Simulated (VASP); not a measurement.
Wanted: the native input for a VASP 6.6.1 run.

| Item | Value |
| --- | --- |
| Task | single point |
| Functional | PBE |
| Potentials or basis | VASP PAW PBE potentials, release 64 (Pt) |
| Cutoff | 520 eV |
| k mesh | 9 × 9 × 13 |
| Occupations | fermi-dirac, width 0.1 eV |
| Spin | no spin polarisation |
| Dipole correction | no |
| Further INCAR settings | ALGO = Normal; EDIFF = 1e-06; NBANDS = 22 |

The structure of Pt lies in POSCAR:

```
Pt
1.0
    4.4097056319      0.0000000000      0.0000000000
   -2.2048528159      3.8189171004      0.0000000000
    0.0000000000      0.0000000000      2.6288789045
Pt
3
Direct
    0.0000000000      0.0000000000      0.0000000000
    0.3333333333      0.6666666667      0.5000000000
    0.6666666667      0.3333333333      0.5000000000
```

This isn't the form of Pt at room conditions, which is fcc.

One way to write it, as run:

INCAR

```
SYSTEM = Pt
  PREC = Accurate
  ENCUT = 520
  EDIFF = 1E-6
  ISMEAR = -1
  SIGMA = 0.1
  LREAL = .FALSE.
  LASPH = .TRUE.
  NELM = 60
  ALGO = Normal
  ISIF = 2
  LWAVE = .FALSE.
  LCHARG = .FALSE.
  GGA = PE
  NBANDS = 22
```

KPOINTS

```
Automatic mesh
0
G
  9 9 13
  0 0 0
```

Potentials or basis: VASP PAW PBE potentials, release 64 (Pt).

Run with:

```bash
$ cat potpaw_PBE.64/Pt/POTCAR > POTCAR
$ mpirun -np 1 vasp_std > vasp.out
```

It gave:

The pressure is 23.8 GPa. The band gap on the k mesh is zero (bands 15 and 16 overlap by 1.45 eV).

Caveat: the cell stands under pressure; spin-orbit coupling is left out, which moves the levels of the heavy elements.

Run time: 99 s on 1 thread of Intel Xeon 8259CL, on a shared host, peak memory 0.21 GiB.
